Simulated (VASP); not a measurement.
# GaSb in VASP: further runs

Runs on GaSb. Level: r2SCAN. Tasks: single point.

Program: VASP 6.6.1. These are calculated values, not measurements. Logs are shortened: lines on timing, memory, paths and dates and some standing lists are left out, and cuts for length are marked.

**1. The cell of the first run**

It takes space group F-43m (No. 216, cubic). The conventional cell has a = 6.132 Å, b = 6.132 Å, c = 6.132 Å, α = 90.00°, β = 90.00°, γ = 90.00°. Within 3.5 Å of Ga (site symmetry -43m) lie 4 Sb at 2.66 Å. Within 3.5 Å of Sb (site symmetry -43m) lie 4 Ga at 2.66 Å.

**2. Single point, r2SCAN, non-collinear spin, zero start, spin-orbit coupling**

The input, POSCAR:

```
GaSb
1.0
    0.0000000000      3.0658787979      3.0658787979
    3.0658787979      0.0000000000      3.0658787979
    3.0658787979      3.0658787979      0.0000000000
Ga Sb
1 1
Direct
    0.0000000000      0.0000000000      0.0000000000
    0.2500000000      0.2500000000      0.2500000000
```

The input, INCAR.step1:

```
SYSTEM = GaSb
PREC     = Accurate       ! precision mode
ENCUT    = 550            ! plane-wave cutoff, eV
ISMEAR   = -1             ! smearing method
SIGMA    = 0.02           ! smearing width, eV
LREAL    = .FALSE.        ! projectors in reciprocal space
LASPH    = .TRUE.         ! aspherical terms in the spheres
NELM     = 200            ! most SCF steps
MAGMOM   = 0 0 0 0 0 0    ! initial moments
LSORBIT  = .TRUE.         ! spin-orbit coupling
GGA_COMPAT= .FALSE.      
NBANDS   = 40             ! bands
GGA      = PE             ! functional
ALGO     = Normal         ! electronic algorithm
EDIFF    = 1E-5           ! SCF threshold, eV
LWAVE    = .TRUE.         ! write WAVECAR
LCHARG   = .FALSE.        ! write CHGCAR
```

The input, INCAR.step2:

```
SYSTEM = GaSb
PREC     = Accurate       ! precision mode
ENCUT    = 550            ! plane-wave cutoff, eV
EDIFF    = 1E-6           ! SCF threshold, eV
ISMEAR   = -1             ! smearing method
SIGMA    = 0.02           ! smearing width, eV
LREAL    = .FALSE.        ! projectors in reciprocal space
LASPH    = .TRUE.         ! aspherical terms in the spheres
NELM     = 200            ! most SCF steps
ALGO     = Normal         ! electronic algorithm
ISIF     = 2              ! what is computed and relaxed
LWAVE    = .FALSE.        ! write WAVECAR
LCHARG   = .FALSE.        ! write CHGCAR
MAGMOM   = 0 0 0 0 0 0    ! initial moments
LORBIT   = 11             ! projections on sites
LSORBIT  = .TRUE.         ! spin-orbit coupling
GGA_COMPAT= .FALSE.      
LORBMOM  = .TRUE.       
METAGGA  = R2SCAN         ! meta-GGA
LMIXTAU  = .TRUE.       
NBANDS   = 40             ! bands
ISTART   = 1
```

The input, KPOINTS:

```
regular mesh
0
G
  8 8 8
  0 0 0
```

Potentials or basis: VASP PAW PBE potentials, release 64 (Ga_d, Sb_d_GW).

Run with:

```console
$ cat potpaw_PBE.64/Ga_d/POTCAR potpaw_PBE.64/Sb_d_GW/POTCAR > POTCAR
$ cp INCAR.step1 INCAR
$ mpirun -np 1 vasp_ncl > vasp.out
$ cp INCAR.step2 INCAR
$ mpirun -np 1 vasp_ncl > vasp.out
```

OUTCAR:

```text
SYSTEM = GaSb
   PREC = Accurate
   ENCUT = 550
   EDIFF = 1E-6
   ISMEAR = -1
   LREAL = .FALSE.
   LASPH = .TRUE.
   NELM = 200
   ISIF = 2
   LORBIT = 11
   LSORBIT = .TRUE.
   METAGGA = R2SCAN
   ISTART = 1

 ion  position               nearest neighbor table
   1  0.000  0.000  0.000-   2 2.66   2 2.66   2 2.66   2 2.66
   2  0.250  0.250  0.250-   1 2.66   1 2.66   1 2.66   1 2.66

  LATTYP: Found a face centered cubic cell.
 ALAT       =     6.1317575958

  Lattice vectors:

 A1 = (   0.0000000000,   3.0658787979,   3.0658787979)
 A2 = (   3.0658787979,   0.0000000000,   3.0658787979)
 A3 = (   3.0658787979,   3.0658787979,   0.0000000000)

Analysis of symmetry for initial positions (statically):
=====================================================================
 Subroutine PRICEL returns:
 Original cell was already a primitive cell.

 Routine SETGRP: Setting up the symmetry group for a
 face centered cubic supercell.

 Subroutine GETGRP returns: Found 24 space group operations
 (whereof 24 operations were pure point group operations)
 out of a pool of 48 trial point group operations.

The static configuration has the point symmetry T_d .

Analysis of symmetry for dynamics (positions and initial velocities):
=====================================================================
 Subroutine PRICEL returns:
 Original cell was already a primitive cell.

 Routine SETGRP: Setting up the symmetry group for a
 face centered cubic supercell.

 Subroutine GETGRP returns: Found 24 space group operations
 (whereof 24 operations were pure point group operations)
 out of a pool of 48 trial point group operations.

The dynamic configuration has the point symmetry T_d .

Analysis of structural, dynamic, and magnetic symmetry:
=====================================================================
 Subroutine PRICEL returns:
 Original cell was already a primitive cell.

 Routine SETGRP: Setting up the symmetry group for a
 face centered cubic supercell.

 Subroutine GETGRP returns: Found 24 space group operations
 (whereof 24 operations were pure point group operations)
 out of a pool of 48 trial point group operations.

The overall configuration has the point symmetry T_d .
[... 1212 lines left out ...]
 -----------------------------------------------------------------------------------
    total drift:                               -0.000000     -0.000000     -0.000000

  FREE ENERGIE OF THE ION-ELECTRON SYSTEM (eV)
  ---------------------------------------------------
  free  energy   TOTEN  =       -37.7499225469 eV

  energy  without entropy=      -37.7499094323  energy(sigma->0) =      -37.74991599

 orbital moment (x)

 # of ion     p       d       f       tot
 ------------------------------------------------
  1         0.000   0.000   0.000   0.000
  2        -0.000  -0.000   0.000  -0.000
 ------------------------------------------------
            0.000  -0.000   0.000  -0.000

 orbital moment (y)

 # of ion     p       d       f       tot
 ------------------------------------------------
  1        -0.000   0.000   0.000  -0.000
  2        -0.000   0.000   0.000   0.000
 ------------------------------------------------
           -0.000   0.000   0.000   0.000

 orbital moment (z)

 # of ion     p       d       f       tot
 ------------------------------------------------
  1         0.000  -0.000   0.000  -0.000
  2         0.000  -0.000   0.000  -0.000
 ------------------------------------------------
            0.000  -0.000   0.000  -0.000

 Spin-Orbit-Coupling matrix elements

 Ion:    1  E_soc:     -0.0119381
 l=   1
     0.0000000    -0.0011969    -0.0011969
    -0.0011969     0.0000000    -0.0011969
    -0.0011969    -0.0011969     0.0000000
 l=   2
     0.0000000    -0.0001519     0.0000000    -0.0001519    -0.0006409
    -0.0001519     0.0000000    -0.0004807    -0.0001519    -0.0001602
     0.0000000    -0.0004807     0.0000000    -0.0004807     0.0000000
    -0.0001519    -0.0001519    -0.0004807     0.0000000    -0.0001602
    -0.0006409    -0.0001602     0.0000000    -0.0001602     0.0000000
 l=   3
     0.0000000     0.0000000     0.0000000     0.0000000     0.0000000     0.0000000     0.0000000
     0.0000000     0.0000000     0.0000000     0.0000000     0.0000000     0.0000000     0.0000000
     0.0000000     0.0000000     0.0000000     0.0000000     0.0000000     0.0000000     0.0000000
     0.0000000     0.0000000     0.0000000     0.0000000     0.0000000     0.0000000     0.0000000
     0.0000000     0.0000000     0.0000000     0.0000000     0.0000000     0.0000000     0.0000000
     0.0000000     0.0000000     0.0000000     0.0000000     0.0000000     0.0000000     0.0000000
     0.0000000     0.0000000     0.0000000     0.0000000     0.0000000     0.0000000     0.0000000

 Ion:    2  E_soc:     -0.2248295
 l=   1
     0.0000000    -0.0237278    -0.0237278
    -0.0237278     0.0000000    -0.0237278
    -0.0237278    -0.0237278     0.0000000
 l=   2
     0.0000000    -0.0027763     0.0000000    -0.0027763    -0.0109675
    -0.0027763     0.0000000    -0.0082256    -0.0027763    -0.0027419
     0.0000000    -0.0082256     0.0000000    -0.0082256     0.0000000
    -0.0027763    -0.0027763    -0.0082256     0.0000000    -0.0027419
    -0.0109675    -0.0027419     0.0000000    -0.0027419     0.0000000
 l=   3
     0.0000000     0.0000000     0.0000000     0.0000000     0.0000000     0.0000000    -0.0000000
     0.0000000     0.0000000     0.0000000     0.0000000     0.0000000     0.0000000     0.0000000
     0.0000000     0.0000000     0.0000000    -0.0000000     0.0000000    -0.0000000     0.0000000
     0.0000000     0.0000000    -0.0000000     0.0000000    -0.0000000     0.0000000     0.0000000
     0.0000000     0.0000000     0.0000000    -0.0000000     0.0000000    -0.0000000     0.0000000
     0.0000000     0.0000000    -0.0000000     0.0000000    -0.0000000     0.0000000     0.0000000
    -0.0000000     0.0000000     0.0000000     0.0000000     0.0000000     0.0000000     0.0000000

 total charge

# of ion       s       p       d       f       tot
--------------------------------------------------
    1        0.873   0.761   9.965   0.000  11.599
    2        1.069   1.624   9.986   0.008  12.688
--------------------------------------------------
tot          1.942   2.385  19.952   0.008  24.287

 magnetization (x)

# of ion       s       p       d       f       tot
--------------------------------------------------
    1       -0.000  -0.000   0.000   0.000  -0.000
    2        0.000   0.000   0.000   0.000   0.000
--------------------------------------------------
tot         -0.000  -0.000   0.000   0.000  -0.000

 magnetization (y)

# of ion       s       p       d       f       tot
--------------------------------------------------
    1        0.000  -0.000   0.000   0.000   0.000
    2        0.000   0.000   0.000   0.000   0.000
--------------------------------------------------
tot          0.000  -0.000   0.000   0.000   0.000

 magnetization (z)

# of ion       s       p       d       f       tot
--------------------------------------------------
    1        0.000  -0.000   0.000   0.000   0.000
    2       -0.000  -0.000   0.000   0.000  -0.000
--------------------------------------------------
tot          0.000  -0.000   0.000   0.000   0.000
```

It took 14 min on 1 thread of Intel Xeon 6975P-C (Granite Rapids), shared host; peak memory 0.57 GiB.

Results:

* Free energy: -37.7499 eV
* Pressure: 0.0 GPa
* Net moment: 0.00 μB per cell
* Valence electrons inside the program's atomic spheres: Ga 11.60; Sb 12.69

Moments on the atoms (μB; x, y, z):
```
Ga  0.00 0.00 0.00
Sb  0.00 0.00 0.00
```

Caveat: the PAW data sets were made with another functional, which shifts forces and pressure a little.

**3. Single point, r2SCAN (uniaxial z strain +2.0%)**

The input, POSCAR:

```
GaSb
1.0
    0.0000000000      3.0658787979      3.1271963739
    3.0658787979      0.0000000000      3.1271963739
    3.0658787979      3.0658787979      0.0000000000
Ga Sb
1 1
Direct
    0.0000000000      0.0000000000      0.0000000000
    0.2500000000      0.2500000000      0.2500000000
```

The input, INCAR.step1:

```
PREC = Accurate
ENCUT = 550
ISMEAR = -1
SIGMA = 0.02
LREAL = F
LASPH = T
NELM = 120
NBANDS = 21
GGA = PE
ALGO = Normal
EDIFF = 1E-5
LWAVE = T
LCHARG = F
GGA_COMPAT = F
```

The input, INCAR.step2:

```
PREC = Accurate
ENCUT = 550
EDIFF = 1E-6
ISMEAR = -1
SIGMA = 0.02
LREAL = F
LASPH = T
NELM = 120
ALGO = Normal
ISIF = 2
LWAVE = F
LCHARG = F
METAGGA = R2SCAN
LMIXTAU = T
NBANDS = 21
ISTART = 1
GGA_COMPAT = F
```

The input, KPOINTS:

```
Automatic mesh
0
Gamma
  8 8 8
```

Potentials or basis: VASP PAW PBE potentials, release 64 (Ga_d, Sb_d_GW).

Run with:

```console
$ cat potpaw_PBE.64/Ga_d/POTCAR potpaw_PBE.64/Sb_d_GW/POTCAR > POTCAR
$ cp INCAR.step1 INCAR
$ mpirun -np 1 vasp_std > vasp.out
$ cp INCAR.step2 INCAR
$ mpirun -np 1 vasp_std > vasp.out
```

It took 4 min on 1 thread of AMD EPYC 9R45 (Zen 5), shared host; peak memory 0.26 GiB.

Results (log left out):

```
Free energy            : -37.6274 eV
Pressure               : -1.0 GPa
Band gap on the k mesh : 0.20 eV
```

Stress tensor (GPa, compression positive):
```
-0.68  0.00  0.00
 0.00 -0.68  0.00
 0.00  0.00 -1.68
```

Levels at points of the mesh, in eV from the valence-band top:
```csv
k point,band 10,band 11,band 12,band 13,band 14,band 15,band 16,band 17,band 18,band 19
"(0.00, 0.00, 0.00)",-15.43,-11.78,-0.12,0.00,0.00,0.20,2.94,2.94,3.01,6.28
"(0.50, 0.00, 0.00)",-15.43,-10.13,-6.48,-1.28,-1.13,0.58,3.95,4.04,6.90,9.76
"(0.50, 0.50, 0.00)",-15.43,-9.34,-7.01,-2.55,-2.55,1.22,1.58,9.06,9.06,10.48
"(0.50, 0.00, 0.50)",-15.43,-9.26,-6.92,-2.68,-2.67,1.06,1.45,9.05,9.08,10.52
```

Caveat: the cell differs from its parent crystal (uniaxial z strain +2.0%); semilocal functionals underestimate gaps, and a narrow one can read as zero; the PAW data sets were made with another functional, which shifts forces and pressure a little; spin-orbit coupling is left out, which moves the levels of the heavy elements. A k mesh can miss the band edges.
